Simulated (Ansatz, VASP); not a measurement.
# Two plane-wave programs on SiC

POSCAR

```
SiC
1.0
    2.8291794070      0.0000000000      0.0000000000
   -1.4145897035      2.4501412383      0.0000000000
    0.0000000000      0.0000000000      4.8462401785
Si C
2 2
Direct
    0.3333333333      0.6666666667      0.0046028828
    0.6666666667      0.3333333333      0.5046028828
    0.3333333333      0.6666666667      0.3803971172
    0.6666666667      0.3333333333      0.8803971172
```

INCAR.step1

```
PREC = Accurate ; ENCUT = 520
ISMEAR = 0 ; SIGMA = 0.05
LREAL = F ; LASPH = T
NELM = 80 ; NBANDS = 16
GGA = PE ; ALGO = Normal
EDIFF = 1E-4 ; LWAVE = T
LCHARG = F
```

Contents of INCAR.step2:

```
PREC = Accurate ; ENCUT = 520
EDIFF = 1E-7 ; ISMEAR = 0
SIGMA = 0.05 ; LREAL = F
LASPH = T ; NELM = 80
ALGO = Normal ; ISIF = 2
LWAVE = F ; LCHARG = F
METAGGA = R2SCAN ; LMIXTAU = T
NBANDS = 16 ; ISTART = 1
```

KPOINTS

```
regular mesh
0
Gamma
  12 12 6
```

Input for Ansatz:

```yaml
crystal:
  lattice:
    - [2.829179407, 0.0, 0.0]
    - [-1.4145897035, 2.4501412383, 0.0]
    - [0.0, 0.0, 4.8462401785]
  atoms:
    - { symbol: Si, position: [0.3333333333, 0.6666666667, 0.0046028828] }
    - { symbol: Si, position: [0.6666666667, 0.3333333333, 0.5046028828] }
    - { symbol: C, position: [0.3333333333, 0.6666666667, 0.3803971172] }
    - { symbol: C, position: [0.6666666667, 0.3333333333, 0.8803971172] }
basis:
  ecutwfc: 500
kpoints:
  mp_grid: { grid: [12, 12, 6] }
hamiltonian:
  xc: r2scan
scf:
  occupations: { method: gaussian, width: 0.05 }
output:
  forces: true
  stress: true
  eigenvalues: true
```

Change from the starting cell: strain -0.080 along x and y, -0.040 along z, atoms carried along.

Alike in both runs: task single point; functional r2SCAN; k mesh 12 × 12 × 6; occupations gaussian, width 0.05 eV; no spin polarisation.

|  | VASP | Ansatz |
| --- | --- | --- |
| version | VASP 6.6.1 | Ansatz 0.2.0 |
| potentials or method | VASP PAW PBE potentials, release 64 (Si, C), cutoff 520 eV | scalar-relativistic, plane waves, PAW |
| valence electrons in the cell | 16 | 16 |

|  | VASP | Ansatz | Ansatz less VASP |
| --- | --- | --- | --- |
| gap on the k mesh at the Fermi level (eV) | 2.09 | 2.08 | -0.010 |
| least direct gap on the mesh (eV) | 5.41 | 5.39 | -0.017 |
| pressure (GPa) | 70.9 | 71.4 | +0.43 |
| traceless stress, the component that is largest in VASP (GPa) | -28.30 | -28.21 | +0.094 |
| rms of the force components (eV/Å) | 0.561 | 0.567 | +0.0064 |

VASP's potentials were made for PBE, not for r2SCAN. Atom by atom the forces differ by 0.006 eV/Å (rms over components). Both programs put the cell under a high pressure, so it lies far from rest at this level. The functional is the same, so the differences come from potentials, cutoffs and numerics.

Noted on VASP's run: the cell as given lies far from equilibrium.
